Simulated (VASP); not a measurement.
A run of VASP 6.6.1 is set up as follows.

File POSCAR:

```
Te
1.0
    4.6324895870      0.0000000000      0.0000000000
   -2.3162447935      4.0118536651      0.0000000000
    0.0000000000      0.0000000000      5.8869033494
Te
3
Direct
    0.2535874851      0.0000000000      0.3333333333
    1.0000000000      0.2535874851      0.6666666667
    0.7464125149      0.7464125149      0.0000000000
```

The input INCAR.step1:

```
SYSTEM = Te
PREC = Accurate ; ENCUT = 520
ISMEAR = -1 ; SIGMA = 0.05
LREAL = .FALSE. ; LASPH = .TRUE.
NELM = 60 ; NBANDS = 16
GGA = PE ; ALGO = Normal
EDIFF = 1E-4 ; LWAVE = .TRUE.
LCHARG = .FALSE.
```

File INCAR.step2:

```
SYSTEM = Te
PREC = Accurate ; ENCUT = 520
EDIFF = 1E-6 ; ISMEAR = -1
SIGMA = 0.05 ; LREAL = .FALSE.
LASPH = .TRUE. ; NELM = 60
ALGO = Normal ; ISIF = 2
LWAVE = .FALSE. ; LCHARG = .TRUE.
METAGGA = R2SCAN ; LMIXTAU = .TRUE.
LELF = .TRUE. ; LVHAR = .TRUE.
NBANDS = 16 ; ISTART = 1
```

Contents of KPOINTS:

```
regular mesh
0
G
  3 3 2
  0 0 0
```

Potentials or basis: VASP PAW PBE potentials, release 64 (Te).

Run with:

```bash
$ cat potpaw_PBE.64/Te/POTCAR > POTCAR
$ cp INCAR.step1 INCAR
$ mpirun -np 1 vasp_std > vasp.out
$ cp INCAR.step2 INCAR
$ mpirun -np 1 vasp_std > vasp.out
```

**Question.** Estimate the largest force.

**Answer.** 0.075 eV/Å.

**Question.** What does it give for the band gap on the k mesh?

**Answer.** 0.59 eV, direct.

**Question.** What does it give for the pressure?

**Answer.** 0.3 GPa.

Stress tensor (GPa, compression positive):
```
 0.42  0.00  0.00
 0.00  0.42  0.00
 0.00  0.00 -0.03
```

Caveat: the k points lie up to 0.53 Å⁻¹ apart; the PAW data sets were made with another functional, which shifts forces and pressure a little; spin-orbit coupling is left out, which moves the levels of the heavy elements. A k mesh can miss the band edges.
